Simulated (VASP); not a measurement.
# Pd (Im-3m) in VASP: further runs

The runs below take Pd through single point, relaxation of cell and atoms, with PBE.

Everything below comes from runs of VASP 6.6.1. Logs are shortened: lines on timing, memory, paths and dates and some standing lists are left out, and cuts for length are marked.

### Step 1. The cell of the first run

Symmetry: Im-3m, No. 229, cubic system. Conventional cell: a = 3.138 Å, b = 3.138 Å, c = 3.138 Å, α = 90.00°, β = 90.00°, γ = 90.00°. Within 3.6 Å of Pd (site symmetry m-3m) lie 14 Pd at 2.72 to 3.14 Å.

### Step 2. Single point, PBE

File INCAR:

```
SYSTEM = Pd
PREC = Accurate
ENCUT = 520
EDIFF = 1E-7
ISMEAR = -1
SIGMA = 0.05
LREAL = .False.
LASPH = .True.
NELM = 60
ALGO = Normal
ISIF = 2
LWAVE = .False.
LCHARG = .False.
GGA = PE
NBANDS = 11
```

File KPOINTS:

```
Automatic mesh
0
Gamma
  18 18 18
  0 0 0
```

File POSCAR:

```
Pd
1.0
   -1.5687506983      1.5687506983      1.5687506983
    1.5687506983     -1.5687506983      1.5687506983
    1.5687506983      1.5687506983     -1.5687506983
Pd
1
Direct
    0.0000000000      0.0000000000      0.0000000000
```

Potentials or basis: VASP PAW PBE potentials, release 64 (Pd).

Launch:

```console
> cat potpaw_PBE.64/Pd/POTCAR > POTCAR
> mpirun -np 1 vasp_std > vasp.out
```

OUTCAR:

```text
SYSTEM = Pd
   PREC = Accurate
   ENCUT = 520
   EDIFF = 1E-7
   ISMEAR = -1
   LREAL = .False.
   LASPH = .True.
   NELM = 60
   ISIF = 2
   GGA = PE

 ion  position               nearest neighbor table
   1  0.000  0.000  0.000-

  LATTYP: Found a body centered cubic cell.
 ALAT       =     3.1375013966

  Lattice vectors:

 A1 = (  -1.5687506983,   1.5687506983,   1.5687506983)
 A2 = (   1.5687506983,  -1.5687506983,   1.5687506983)
 A3 = (   1.5687506983,   1.5687506983,  -1.5687506983)

Analysis of symmetry for initial positions (statically):
=====================================================================
 Subroutine PRICEL returns:
 Original cell was already a primitive cell.

 Routine SETGRP: Setting up the symmetry group for a
 body centered cubic supercell.

 Subroutine GETGRP returns: Found 48 space group operations
 (whereof 48 operations were pure point group operations)
 out of a pool of 48 trial point group operations.

The static configuration has the point symmetry O_h .

Analysis of symmetry for dynamics (positions and initial velocities):
=====================================================================
 Subroutine PRICEL returns:
 Original cell was already a primitive cell.

 Routine SETGRP: Setting up the symmetry group for a
 body centered cubic supercell.

 Subroutine GETGRP returns: Found 48 space group operations
 (whereof 48 operations were pure point group operations)
 out of a pool of 48 trial point group operations.

The dynamic configuration has the point symmetry O_h .

 Subroutine INISYM returns: Found 48 space group operations
 (whereof 48 operations are pure point group operations),
 and found     1 'primitive' translations

----------------------------------------------------------------------------------------

                                     Primitive cell

  volume of cell :      15.4426

  direct lattice vectors                    reciprocal lattice vectors
    -1.568750698  1.568750698  1.568750698     0.000000000  0.318724958  0.318724958
     1.568750698 -1.568750698  1.568750698     0.318724958  0.000000000  0.318724958
     1.568750698  1.568750698 -1.568750698     0.318724958  0.318724958  0.000000000

  length of vectors
     2.717155914  2.717155914  2.717155914     0.450745158  0.450745158  0.450745158

  position of ions in fractional coordinates (direct lattice)
[... 80 lines left out ...]
   NSW    =      0    number of steps for IOM
   IBRION =     -1    ionic relax: 0-MD 1-quasi-New 2-CG
   NFREE  =      0    steps in history (QN), initial steepest desc. (CG)
   ISIF   =      2    stress and relaxation
   ISYM   =      2    0-nonsym 1-usesym 2-fastsym
   POTIM  = 0.5000    time-step for ionic-motion
   TEBEG  =    0.0;   TEEND  =   0.0 temperature during run
   PSTRESS=    0.0 pullay stress
   NELECT =      10.0000    total number of electrons
   NUPDOWN=      -1.0000    fix difference up-down
   EMIN   =  10.00;   EMAX   =-10.00  energy-range for DOS
   EFERMI =   0.00;   METHOD = LEGACY
   ISMEAR =    -1;   SIGMA  =   0.05  broadening in eV -4-tet -1-fermi 0-gaus
   EFERMI_NEDOS =   21; number of points for ismear=-14 and -15
   IALGO  =     38    algorithm
   IMIX   =      4    mixing-type and parameters
     AMIX     =   0.40;   BMIX     =  1.00
     AMIX_MAG =   1.60;   BMIX_MAG =  1.00
  volume/ion in A,a.u.               =      15.44       104.21
  Fermi-wavevector in a.u.,A,eV,Ry     =   1.416340  2.676495 27.293551  2.006019
  Thomas-Fermi vector in A             =   2.537685
   LORBIT       =      0    0 simple, 1 ext, 2 COOP (PROOUT), +10 PAW based schemes
   GGA     = PE    functional components
   LHFCALC =     F    Hartree Fock is set to
   AEXX    =    0.0000 exact exchange contribution
   IVDW    =     0    specifies the selected vdW correction
   LEPSILON=     F    determine dielectric tensor
   LRPA    =     F    only Hartree local field effects (RPA)
 non-spin polarized calculation
  energy-cutoff  :      520.00
  volume of cell :       15.44
 maximum number of plane-waves:       430
   NGX = 11   NGY = 11   NGZ = 11

 number of electron      10.0000006 magnetization

 Free energy of the ion-electron system (eV)
  ---------------------------------------------------
  ext. energy  EPLUGINS =         0.00000000
  ---------------------------------------------------
  free energy    TOTEN  =        -5.18080758 eV

  energy without entropy =       -5.17036482  energy(sigma->0) =       -5.17558620

 E-fermi :   9.0251     XC(G=0): -12.8951

 val. band max:        9.0124658776   @ k =  -0.4444  -0.4444   0.3333
 cond. band min:       9.0315414693   @ k =   0.5000   0.5000   0.4444
 fundamental gap:      0.0190755917
 Fermi energy:         9.0250718949

 k-point     1 :       0.0000    0.0000    0.0000
  band No.  band energies     occupation
      1       2.2464      2.00000
      2       6.2703      2.00000
      3       6.2703      2.00000
      4       6.2703      2.00000
      5       8.1321      2.00000
      6       8.1321      2.00000
      7      28.3167      0.00000
      8      28.3167      0.00000
      9      28.3167      0.00000
     10      36.0102      0.00000
     11      36.4060      0.00000
[... 309 lines left out ...]
 k-point    24 :       0.3889    0.1111    0.0000
  band No.  band energies     occupation
      1       4.3403      2.00000
      2       5.2593      2.00000
      3       7.7212      2.00000
      4       8.0329      2.00000
      5       8.7968      1.97941
      6      11.4514      0.00000
      7      17.3577      0.00000
      8      23.5330      0.00000
      9      25.8250      0.00000
     10      32.5605      0.00000
     11      35.0892      0.00000

 [... further k-points ...]

------------------------ aborting loop because EDIFF is reached ----------------------------------------

  FORCE on cell =-STRESS in cart. coord.  units (eV):
  Direction    XX          YY          ZZ          XY          YZ          ZX
  --------------------------------------------------------------------------------------
  -------------------------------------------------------------------------------------
  Total       -0.0307045     -0.0307045     -0.0307045      0.0000000      0.0000000      0.0000000
  in kB       -3.1855941     -3.1855941     -3.1855941      0.0000000      0.0000000      0.0000000
  external PRESSURE =      -3.1855941 kB  Pullay stress =       0.0000000 kB

 VOLUME and BASIS-vectors are now :
 -----------------------------------------------------------------------------
  energy-cutoff  :      520.00
  volume of cell :       15.44
      direct lattice vectors                 reciprocal lattice vectors
    -1.568750698  1.568750698  1.568750698     0.000000000  0.318724958  0.318724958
     1.568750698 -1.568750698  1.568750698     0.318724958  0.000000000  0.318724958
     1.568750698  1.568750698 -1.568750698     0.318724958  0.318724958  0.000000000

 POSITION                                       TOTAL-FORCE (eV/Angst)
 -----------------------------------------------------------------------------------
      0.00000      0.00000      0.00000        -0.000000      0.000000      0.000000
 -----------------------------------------------------------------------------------
    total drift:                                0.000000     -0.000000      0.000000

  FREE ENERGIE OF THE ION-ELECTRON SYSTEM (eV)
  ---------------------------------------------------
  free  energy   TOTEN  =        -5.1808075758 eV

  energy  without entropy=       -5.1703648197  energy(sigma->0) =       -5.17558620
```

It took 17 s on 1 thread of Intel Xeon Platinum 8488C (Sapphire Rapids), shared host; peak memory 0.14 GiB.

What came out:

```yaml
Free_energy: -5.1808 eV
Pressure: -0.3 GPa
Band_gap_on_the_k_mesh: zero (band 5 reaches 9.58 eV, above the bottom of band 6 at 8.05 eV)
```

Levels at points of the mesh, in eV from the Fermi level:
```
           k point  band 3  band 4  band 5  band 6  band 7  band 8
(0.00, 0.00, 0.00)   -2.75   -2.75   -0.89   -0.89   19.29   19.29
(0.50, 0.00, 0.00)   -0.96   -0.68    0.56    1.49    7.59   15.05
(0.50, 0.50, 0.50)    0.20    0.20    0.20    9.09    9.09    9.09
```

### Step 3. Single point, PBE

File INCAR:

```
SYSTEM = Pd
PREC = Accurate
ENCUT = 520
EDIFF = 1E-6
ISMEAR = -1
SIGMA = 0.05
LREAL = .False.
LASPH = .True.
NELM = 60
ALGO = Normal
ISIF = 2
LWAVE = .False.
LCHARG = .True.
GGA = PE
LELF = .True.
LVHAR = .True.
NBANDS = 11
```

File KPOINTS:

```
regular mesh
0
Gamma
  18 18 18
  0 0 0
```

File POSCAR:

```
Pd
1.0
   -1.5684178569      1.5684178569      1.5684178569
    1.5684178569     -1.5684178569      1.5684178569
    1.5684178569      1.5684178569     -1.5684178569
Pd
1
Direct
    0.0000000000      0.0000000000      0.0000000000
```

Potentials or basis: VASP PAW PBE potentials, release 64 (Pd).

Launch:

```console
> cat potpaw_PBE.64/Pd/POTCAR > POTCAR
> mpirun -np 1 vasp_std > vasp.out
```

Run time: 16 s. Hardware: 1 thread of Intel Xeon Platinum 8488C (Sapphire Rapids), shared host; peak memory 0.15 GiB.

Results (log left out):

- Free energy: -5.1808 eV
- Pressure: -0.2 GPa
- Band gap on the k mesh: zero (band 5 reaches 9.60 eV, above the bottom of band 6 at 8.06 eV)

Levels at points of the mesh, in eV from the Fermi level:
```tsv
k point	band 3	band 4	band 5	band 6	band 7	band 8
(0.00, 0.00, 0.00)	-2.76	-2.76	-0.89	-0.89	19.29	19.29
(0.50, 0.00, 0.00)	-0.97	-0.68	0.56	1.49	7.59	15.05
(0.50, 0.50, 0.50)	0.20	0.20	0.20	9.09	9.09	9.09
```

(Continued in part 2 of 2.)
